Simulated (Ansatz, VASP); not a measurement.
## One calculation of B, two programs

INCAR

```
ALGO = Normal
EDIFF = 1E-7
EDIFFG = -0.01
ENCUT = 600
GGA = PE
IBRION = 2
ISIF = 3
ISMEAR = 0
IVDW = 12
LASPH = T
LCHARG = F
LREAL = F
LWAVE = F
NELM = 100
NSW = 80
PREC = Accurate
SIGMA = 0.1
```

File KPOINTS:

```
k-points
0
Gamma
  18 18 22
```

POSCAR

```
B
1.0
    3.0112201827      0.0000000000      0.0000000000
   -1.5056100913      2.6077931746      0.0000000000
    0.0000000000      0.0000000000      1.8663376729
B
2
Direct
    0.3333333333      0.6666666667      0.0000000000
    0.6666666667      0.3333333333      0.0000000000
```

Input for Ansatz:

```yaml
crystal:
  lattice:
    - [3.0112201827, 0.0, 0.0]
    - [-1.5056100913, 2.6077931746, 0.0]
    - [0.0, 0.0, 1.8663376729]
  atoms:
    - { symbol: B, position: [0.3333333333, 0.6666666667, 0.0] }
    - { symbol: B, position: [0.6666666667, 0.3333333333, 0.0] }
basis:
  ecutwfc: 420
kpoints:
  mp_grid: { grid: [18, 18, 22] }
hamiltonian:
  xc: pbe
  dispersion: d3bj
scf:
  occupations: { method: gaussian, width: 0.1 }
output:
  forces: true
  stress: true
  eigenvalues: true
relax:
  adjacent_minimum: "off"
  f_tol: 0.01
  max_steps: 60
  cell: { stress_tol: 0.1 }
```

Alike in both runs: task relaxation of cell and atoms; functional PBE; dispersion D3(BJ); k mesh 18 × 18 × 22; occupations gaussian, width 0.1 eV; no spin polarisation.

|  | VASP | Ansatz |
| --- | --- | --- |
| version | VASP 6.6.1 | Ansatz 0.2.0 |
| potentials or method | VASP PAW PBE potentials, release 64 (B), cutoff 600 eV | scalar-relativistic, plane waves, PAW |
| valence electrons in the cell | 6 | 6 |

|  | VASP | Ansatz | Ansatz less VASP |
| --- | --- | --- | --- |
| gap on the k mesh at the Fermi level, each at its own relaxed structure (eV) | none | none | - |
| relaxed volume (Å³/atom) | 7.43 | 7.43 | -0.002 |
| relaxed length of the cell vector where the two differ most in proportion (Å) | 1.916 | 1.916 | -0.0003 |

A gap of «none» marks a metal or a gap that the smearing closes.
